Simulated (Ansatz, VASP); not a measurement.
BaTiO3: VASP beside Ansatz

Contents of INCAR:

```
SYSTEM = BaTiO3
PREC = Accurate ; ENCUT = 1340
EDIFF = 1E-6 ; ISMEAR = 0
SIGMA = 0.02 ; LREAL = .False.
LASPH = .True. ; NELM = 200
ALGO = Normal ; ISIF = 2
LWAVE = .False. ; LCHARG = .True.
LMAXMIX = 4 ; LDAU = .True.
LDAUTYPE = 2 ; LDAUL = -1 2 -1
LDAUU = 0 4 0 ; LDAUJ = 0 0 0
LDAUPRINT = 1 ; GGA = PE
LELF = .True. ; LVHAR = .True.
NBANDS = 28 ; GGA_COMPAT = .False.
```

File KPOINTS:

```
regular mesh
0
Gamma
  6 6 6
  0 0 0
```

File POSCAR:

```
BaTiO3
1.0
    2.7747091690      1.6019790856      2.2758245485
   -2.7747091690      1.6019790856      2.2758245485
    0.0000000000     -3.2039581713      2.2758245484
Ba Ti O
1 1 3
Direct
   -0.0056757983     -0.0056757983     -0.0056757983
    0.4943990438      0.4943990438      0.4943990438
    0.4941225835      0.9941325876      0.4941225835
    0.4941225835      0.4941225835      0.9941325876
    0.9941325876      0.4941225835      0.4941225835
```

Input for Ansatz:

```yaml
crystal:
  lattice:
    - [2.774709169, 1.6019790856, 2.2758245485]
    - [-2.774709169, 1.6019790856, 2.2758245485]
    - [0.0, -3.2039581713, 2.2758245484]
  atoms:
    - { symbol: Ba, position: [-0.0056757983, -0.0056757983, -0.0056757983] }
    - { symbol: Ti, position: [0.4943990438, 0.4943990438, 0.4943990438] }
    - { symbol: O, position: [0.4941225835, 0.9941325876, 0.4941225835] }
    - { symbol: O, position: [0.4941225835, 0.4941225835, 0.9941325876] }
    - { symbol: O, position: [0.9941325876, 0.4941225835, 0.4941225835] }
basis:
  ecutwfc: 420
kpoints:
  mp_grid: { grid: [6, 6, 6] }
  band_path: { path: [VBM, CBM], npoints: 2 }
hamiltonian:
  xc: pbe
  hubbard: { sites: [{ species: Ti, l: d, u_eff: 4.0 }] }
scf:
  occupations: { method: gaussian, width: 0.02 }
output:
  forces: true
  stress: true
  eigenvalues: true
checkpoint:
  read: start.run
  write: ck
  compress: false
  write_wavefunctions: false
  write_every: 100000
```

Alike in both runs: task single point; functional PBE; k mesh 6 × 6 × 6; occupations gaussian, width 0.02 eV; no spin polarisation; Hubbard terms Ti d U = 4.0 eV.

```csv
,VASP,Ansatz
version,VASP 6.6.1,Ansatz 0.2.0
potentials or method,"VASP PAW PBE potentials, release 64 (Ba_sv, Ti_sv, O_h), cutoff 1340 eV","scalar-relativistic, plane waves, PAW"
valence electrons in the cell,40,40
```

VASP gave:

* gap on the k mesh at the Fermi level (eV): 2.34
* least direct gap on the mesh (eV): 2.46
* pressure (GPa): 18.6
* traceless stress, the component that is largest in VASP (GPa): -0.85
* rms of the force components (eV/Å): 0.003

Task: What did Ansatz give for the same quantities?

Result: gap on the k mesh at the Fermi level (eV): 2.40; least direct gap on the mesh (eV): 2.48; pressure (GPa): 14.2; traceless stress, the component that is largest in VASP (GPa): -0.83; rms of the force components (eV/Å): 0.001.

The programs project onto different local orbitals, so the same U acts differently, and such runs can settle in different states. Atom by atom the forces differ by 0.002 eV/Å (rms over components).

Spin-orbit coupling is off throughout.
